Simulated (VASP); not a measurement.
# B7Se (P-43m) in VASP: single point with PBE

Aim: the single point of B7Se with PBE.

Everything below comes from runs of VASP 6.6.1. Logs are shortened: lines on timing, memory, paths and dates and some standing lists are left out, and cuts for length are marked.

## (1) The cell of the first run

It takes space group P-43m (No. 215, cubic). Conventional cell: a = 4.746 Å, b = 4.746 Å, c = 4.746 Å, α = 90.00°, β = 90.00°, γ = 90.00°. Within 2.7 Å of B (site symmetry 3m) lie 3 B at 2.05 Å and 1 Se at 2.08 Å. B (site symmetry -42m) has 4 B at 2.05 Å within 2.7 Å. Within 2.7 Å of Se (site symmetry -43m) lie 4 B at 2.08 Å.

The cell was generated, and may not be a known phase.

## (2) Single point, PBE

File INCAR:

```
ALGO = Normal
EDIFF = 1E-6
ENCUT = 520
GGA = PE
ISIF = 2
ISMEAR = 0
LASPH = True
LCHARG = False
LREAL = False
LWAVE = False
NBANDS = 24
NELM = 80
PREC = Accurate
SIGMA = 0.1
```

File KPOINTS:

```
k-points
0
Gamma
  4 4 4
```

File POSCAR:

```
B7Se
1.0
    4.7461225800      0.0000000000      0.0000000000
    0.0000000000      4.7461225800      0.0000000000
    0.0000000000      0.0000000000      4.7461225800
B Se
7 1
Direct
    0.2526152100      0.2526152100      0.2526152100
    0.0000000000      0.5000000000      0.5000000000
    0.5000000000      0.5000000000      0.0000000000
    0.5000000000      0.0000000000      0.5000000000
    0.7473847900      0.2526152100      0.7473847900
    0.7473847900      0.7473847900      0.2526152100
    0.2526152100      0.7473847900      0.7473847900
    0.0000000000      0.0000000000      0.0000000000
```

Potentials or basis: VASP PAW PBE potentials, release 64 (B, Se).

Run with:

```console
$ cat potpaw_PBE.64/B/POTCAR potpaw_PBE.64/Se/POTCAR > POTCAR
$ mpirun -np 1 vasp_std > vasp.out
```

OUTCAR:

```text
EDIFF = 1E-6
   ENCUT = 520
   GGA = PE
   ISIF = 2
   ISMEAR = 0
   LASPH = True
   LREAL = False
   NELM = 80
   PREC = Accurate

 ion  position               nearest neighbor table
   1  0.253  0.253  0.253-   2 2.05   3 2.05   4 2.05   8 2.08
   2  0.000  0.500  0.500-   1 2.05   5 2.05   6 2.05   7 2.05
   3  0.500  0.500  0.000-   1 2.05   5 2.05   6 2.05   7 2.05
   4  0.500  0.000  0.500-   1 2.05   5 2.05   6 2.05   7 2.05
   5  0.747  0.253  0.747-   2 2.05   3 2.05   4 2.05   8 2.08
   6  0.747  0.747  0.253-   2 2.05   3 2.05   4 2.05   8 2.08
   7  0.253  0.747  0.747-   2 2.05   3 2.05   4 2.05   8 2.08
   8  0.000  0.000  0.000-   1 2.08   5 2.08   6 2.08   7 2.08

  LATTYP: Found a simple cubic cell.
 ALAT       =     4.7461225800

  Lattice vectors:

 A1 = (   4.7461225800,   0.0000000000,   0.0000000000)
 A2 = (   0.0000000000,   4.7461225800,   0.0000000000)
 A3 = (   0.0000000000,   0.0000000000,   4.7461225800)

Analysis of symmetry for initial positions (statically):
=====================================================================
 Subroutine PRICEL returns:
 Original cell was already a primitive cell.

 Routine SETGRP: Setting up the symmetry group for a
 simple cubic supercell.

 Subroutine GETGRP returns: Found 24 space group operations
 (whereof 24 operations were pure point group operations)
 out of a pool of 48 trial point group operations.

The static configuration has the point symmetry T_d .

Analysis of symmetry for dynamics (positions and initial velocities):
=====================================================================
 Subroutine PRICEL returns:
 Original cell was already a primitive cell.

 Routine SETGRP: Setting up the symmetry group for a
 simple cubic supercell.

 Subroutine GETGRP returns: Found 24 space group operations
 (whereof 24 operations were pure point group operations)
 out of a pool of 48 trial point group operations.

The dynamic configuration has the point symmetry T_d .

 Subroutine INISYM returns: Found 24 space group operations
 (whereof 24 operations are pure point group operations),
 and found     1 'primitive' translations

----------------------------------------------------------------------------------------
[... 91 lines left out ...]
   LREAL  =      F    real-space projection
   EDIFFG = 0.1E-04   stopping-criterion for IOM
   NSW    =      0    number of steps for IOM
   IBRION =     -1    ionic relax: 0-MD 1-quasi-New 2-CG
   NFREE  =      0    steps in history (QN), initial steepest desc. (CG)
   ISIF   =      2    stress and relaxation
   ISYM   =      2    0-nonsym 1-usesym 2-fastsym
   POTIM  = 0.5000    time-step for ionic-motion
   TEBEG  =    0.0;   TEEND  =   0.0 temperature during run
   PSTRESS=    0.0 pullay stress
   NELECT =      27.0000    total number of electrons
   NUPDOWN=      -1.0000    fix difference up-down
   EMIN   =  10.00;   EMAX   =-10.00  energy-range for DOS
   EFERMI =   0.00;   METHOD = LEGACY
   ISMEAR =     0;   SIGMA  =   0.10  broadening in eV -4-tet -1-fermi 0-gaus
   EFERMI_NEDOS =   21; number of points for ismear=-14 and -15
   IALGO  =     38    algorithm
   IMIX   =      4    mixing-type and parameters
     AMIX     =   0.40;   BMIX     =  1.00
     AMIX_MAG =   1.60;   BMIX_MAG =  1.00
  volume/ion in A,a.u.               =      13.36        90.18
  Fermi-wavevector in a.u.,A,eV,Ry     =   1.034802  1.955492 14.569317  1.070815
  Thomas-Fermi vector in A             =   2.169114
   LORBIT       =      0    0 simple, 1 ext, 2 COOP (PROOUT), +10 PAW based schemes
   GGA     = PE    functional components
   LHFCALC =     F    Hartree Fock is set to
   AEXX    =    0.0000 exact exchange contribution
   IVDW    =     0    specifies the selected vdW correction
   LEPSILON=     F    determine dielectric tensor
   LRPA    =     F    only Hartree local field effects (RPA)
 non-spin polarized calculation
 Gauss-broadening in eV      SIGMA  =   0.10
  energy-cutoff  :      520.00
  volume of cell :      106.91
 maximum number of plane-waves:      2897
 NGX is ok and might be reduce to    36
   NGX = 17   NGY = 17   NGZ = 17

 number of electron      26.9999999 magnetization

 Free energy of the ion-electron system (eV)
  ---------------------------------------------------
  ext. energy  EPLUGINS =         0.00000000
  ---------------------------------------------------
  free energy    TOTEN  =       -40.93369365 eV

  energy without entropy =      -40.90455731  energy(sigma->0) =      -40.91912548

 E-fermi :   2.2600     XC(G=0):  -9.7269

 val. band max:        2.2368759534   @ k =   0.5000   0.2500   0.2500
 cond. band min:       2.2719601559   @ k =   0.5000   0.0000   0.0000
 fundamental gap:      0.0350842026
 Fermi energy:         2.2600320228

 k-point     1 :       0.0000    0.0000    0.0000
  band No.  band energies     occupation
      1     -12.6494      2.00000
      2      -6.3712      2.00000
      3      -4.5821      2.00000
      4      -4.5821      2.00000
      5      -4.5821      2.00000
      6      -3.1634      2.00000
[... 259 lines left out ...]
     23       8.9926      0.00000
     24       8.9926      0.00000

------------------------ aborting loop because EDIFF is reached ----------------------------------------

  FORCE on cell =-STRESS in cart. coord.  units (eV):
  Direction    XX          YY          ZZ          XY          YZ          ZX
  --------------------------------------------------------------------------------------
  -------------------------------------------------------------------------------------
  Total      -18.2353891    -18.2353891    -18.2353891      0.0000000      0.0000000     -0.0000000
  in kB     -273.2805761   -273.2805761   -273.2805761      0.0000000      0.0000000     -0.0000000
  external PRESSURE =    -273.2805761 kB  Pullay stress =       0.0000000 kB

 VOLUME and BASIS-vectors are now :
 -----------------------------------------------------------------------------
  energy-cutoff  :      520.00
  volume of cell :      106.91
      direct lattice vectors                 reciprocal lattice vectors
     4.746122580  0.000000000  0.000000000     0.210698309  0.000000000  0.000000000
     0.000000000  4.746122580  0.000000000     0.000000000  0.210698309  0.000000000
     0.000000000  0.000000000  4.746122580     0.000000000  0.000000000  0.210698309

 POSITION                                       TOTAL-FORCE (eV/Angst)
 -----------------------------------------------------------------------------------
      1.19894      1.19894      1.19894         0.767357      0.767357      0.767357
      0.00000      2.37306      2.37306         0.000000     -0.000000      0.000000
      2.37306      2.37306      0.00000        -0.000000     -0.000000      0.000000
      2.37306      0.00000      2.37306        -0.000000      0.000000      0.000000
      3.54718      1.19894      3.54718        -0.767357      0.767357     -0.767357
      3.54718      3.54718      1.19894        -0.767357     -0.767357      0.767357
      1.19894      3.54718      3.54718         0.767357     -0.767357     -0.767357
      0.00000      0.00000      0.00000        -0.000000      0.000000      0.000000
 -----------------------------------------------------------------------------------
    total drift:                                0.000000      0.000000     -0.000000

  FREE ENERGIE OF THE ION-ELECTRON SYSTEM (eV)
  ---------------------------------------------------
  free  energy   TOTEN  =       -40.9336936459 eV

  energy  without entropy=      -40.9045573066  energy(sigma->0) =      -40.91912548
```

OSZICAR:

```text
N       E                     dE             d eps       ncg     rms          rms(c)
DAV:   1     0.484139936381E+02    0.48414E+02   -0.10888E+04   480   0.940E+02
DAV:   2    -0.377430828708E+02   -0.86157E+02   -0.81928E+02   648   0.159E+02
DAV:   3    -0.416984840470E+02   -0.39554E+01   -0.39022E+01   632   0.292E+01
DAV:   4    -0.417411742967E+02   -0.42690E-01   -0.42604E-01   632   0.326E+00
DAV:   5    -0.417420050357E+02   -0.83074E-03   -0.83055E-03   640   0.429E-01    0.649E+00
DAV:   6    -0.409777520065E+02    0.76425E+00   -0.13044E+00   704   0.549E+00    0.353E+00
DAV:   7    -0.409326294778E+02    0.45123E-01   -0.49579E-01   632   0.322E+00    0.152E+00
DAV:   8    -0.409327477391E+02   -0.11826E-03   -0.49315E-02   568   0.120E+00    0.284E-01
DAV:   9    -0.409334744798E+02   -0.72674E-03   -0.42299E-03   600   0.368E-01    0.741E-02
DAV:  10    -0.409336183149E+02   -0.14384E-03   -0.42556E-04   584   0.999E-02    0.431E-02
DAV:  11    -0.409336936951E+02   -0.75380E-04   -0.14634E-04   584   0.662E-02    0.106E-02
DAV:  12    -0.409336936459E+02    0.49139E-07   -0.57603E-06   616   0.124E-02
   1 F= -.40933694E+02 E0= -.40919125E+02  d E =-.291363E-01
```

stdout:

```text
POSCAR found type information on POSCAR B Se
 POSCAR found :  2 types and       8 ions
 scaLAPACK will be used
 LDA part: xc-table for (Slater+PW92), standard interpolation
 POSCAR, INCAR and KPOINTS ok, starting setup
 FFT: planning ... GRIDC
 FFT: planning ... GRID_SOFT
 FFT: planning ... GRID
 WAVECAR not read
 entering main loop
```

Run time: 44 s. Hardware: 1 thread of Intel Xeon 8259CL, shared host; peak memory 0.21 GiB.

Results:

| Item | Value |
| --- | --- |
| Free energy | -40.9337 eV |
| Pressure | -27.3 GPa |
| Largest force | 1.329 eV/Å |
| Band gap on the k mesh | zero (an odd number of electrons rules out a gap without spin polarisation) |

Forces on the atoms (eV/Å):
```
B    0.767  0.767  0.767
B    0.000  0.000  0.000
B    0.000  0.000  0.000
B    0.000  0.000  0.000
B   -0.767  0.767 -0.767
B   -0.767 -0.767  0.767
B    0.767 -0.767 -0.767
Se   0.000  0.000  0.000
```

Caveat: the cell stands under tension; forces of over 1 eV/Å act on the atoms, so gaps and moduli don't describe the material at rest.

The gap in the log of VASP goes by the Fermi energy; the results here count the filled bands.